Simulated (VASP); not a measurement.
Write the native input for VASP 6.6.1 that does the following.

```yaml
Task: single point
Functional: LDA
Potentials_or_basis: VASP PAW LDA potentials, release 64 (Pb_d, N)
Cutoff: 520 eV
k_mesh: 6 × 6 × 1
Occupations: gaussian, width 0.1 eV
Spin: no spin polarisation
Dipole_correction: yes
Further_INCAR_settings: ALGO = Normal; EDIFF = 1e-07; NBANDS = 68
```

The structure of Pb8N lies in POSCAR:

```
Pb8N
1.0
    6.9043188960      0.0000000000      0.0000000000
   -3.4521594480      5.9793155597      0.0000000000
    0.0000000000      0.0000000000     18.0587621687
Pb N
8 1
Direct
    0.3333333333      0.1666666667      0.2214991240
    0.3333333333      0.6666666667      0.2214991240
    0.8333333333      0.1666666667      0.2214991240
    0.8333333333      0.6666666667      0.2214991240
    0.1666666667      0.3333333333      0.3631900186
    0.1666666667      0.8333333333      0.3631900186
    0.6666666667      0.3333333333      0.3631900186
    0.6666666667      0.8333333333      0.3631900186
    0.5000000000      0.5000000000      0.4154164652
```

The input as run:

INCAR

```
PREC = Accurate ; ENCUT = 520
EDIFF = 1E-7 ; ISMEAR = 0
SIGMA = 0.1 ; LREAL = F
LASPH = T ; NELM = 80
ALGO = Normal ; ISIF = 2
LWAVE = F ; LCHARG = F
LDIPOL = T ; IDIPOL = 3
DIPOL = 0.5 0.5 0.306 ; GGA = CA
NBANDS = 68
```

KPOINTS

```
regular mesh
0
Gamma
  6 6 1
```

Potentials or basis: VASP PAW LDA potentials, release 64 (Pb_d, N).

Command:

```console
$ cat potpaw_LDA.64/Pb_d/POTCAR potpaw_LDA.64/N/POTCAR > POTCAR
$ mpirun -np 1 vasp_std > vasp.out
```

Results of the run:

The largest force is 0.744 eV/Å. The band gap on the k mesh is zero (an odd number of electrons rules out a gap without spin polarisation).

Caveat: spin-orbit coupling is left out, which moves the levels of the heavy elements.

Wall time 30 min on 1 thread of Intel Xeon 8259CL, with other jobs on the host, peak memory 0.73 GiB.
